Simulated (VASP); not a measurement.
The system is Hf3AlN4.

```
CELL_PARAMETERS angstrom
3.44534 0.00000 0.00000
0.00000 3.44534 0.00000
0.00000 0.00000 9.74488
ATOMIC_POSITIONS crystal
Hf 0.00000 0.00000 0.75000
Hf 0.00000 0.00000 0.25000
Hf 0.50000 0.50000 0.50000
Al 0.50000 0.50000 0.00000
N 0.00000 0.00000 0.00000
N 0.50000 0.50000 0.25000
N 0.00000 0.00000 0.50000
N 0.50000 0.50000 0.75000
```

| Property | Result |
| --- | --- |
| Program | VASP 6.6.1 |
| Task | relaxation of cell and atoms |
| Functional | PBE |
| Potentials or basis | VASP PAW PBE potentials, release 64 (Hf_pv, Al, N) |
| Cutoff | 600 eV |
| k mesh | 6 × 6 × 2 |
| Occupations | gaussian, width 0.1 eV |
| Spin | no spin polarisation |

At the start: pressure -35.8 GPa; volume 14.46 Å³/atom.

Task: Where does the relaxation end?

Result: Over 12 steps the energy falls by 520.8 meV/atom and the volume is 11.06 Å³/atom (-23.5 %); space group P4/mmm (No. 123, to 0.05 Å).

The path:
| step | energy change (eV) | largest force (eV/Å) | pressure (GPa) | volume (Å³) |
| --- | --- | --- | --- | --- |
| 1 | 0.0000 | 0.4380 | -35.77 | 115.68 |
| 2 | 1.6512 | 3.6864 | 109.01 | 69.60 |
| 3 | -3.6784 | 1.9273 | -3.38 | 90.68 |
| 4 | -3.6931 | 2.0065 | -0.84 | 89.71 |
| 5 | -3.6946 | 2.0425 | 0.47 | 89.23 |
| 6 | -4.0173 | 1.1829 | 2.27 | 88.07 |
| 7 | -4.0752 | 0.6350 | 3.76 | 87.51 |
| 8 | -4.0767 | 0.7816 | 4.13 | 87.39 |
| 9 | -4.1089 | 0.5580 | -5.69 | 90.65 |
| 10 | -4.1293 | 0.6324 | -2.15 | 89.37 |
| 11 | -4.1656 | 0.0965 | -0.27 | 88.62 |
| 12 | -4.1662 | 0.0253 | 0.06 | 88.51 |

Final structure:
```
Hf Al N
1.0
     3.16113    0.00000    0.00000
     0.00000    3.16113    0.00000
     0.00000    0.00000    8.85755
Hf Al N
3 1 4
Direct
  0.00000 0.00000 0.74971
  0.00000 0.00000 0.25029
  0.50000 0.50000 0.50000
  0.50000 0.50000 0.00000
  0.00000 0.00000 0.00000
  0.50000 0.50000 0.22749
  0.00000 0.00000 0.50000
  0.50000 0.50000 0.77251
```

Caveat: the volume moved by over 15 % at a fixed basis, so the end points are rough.
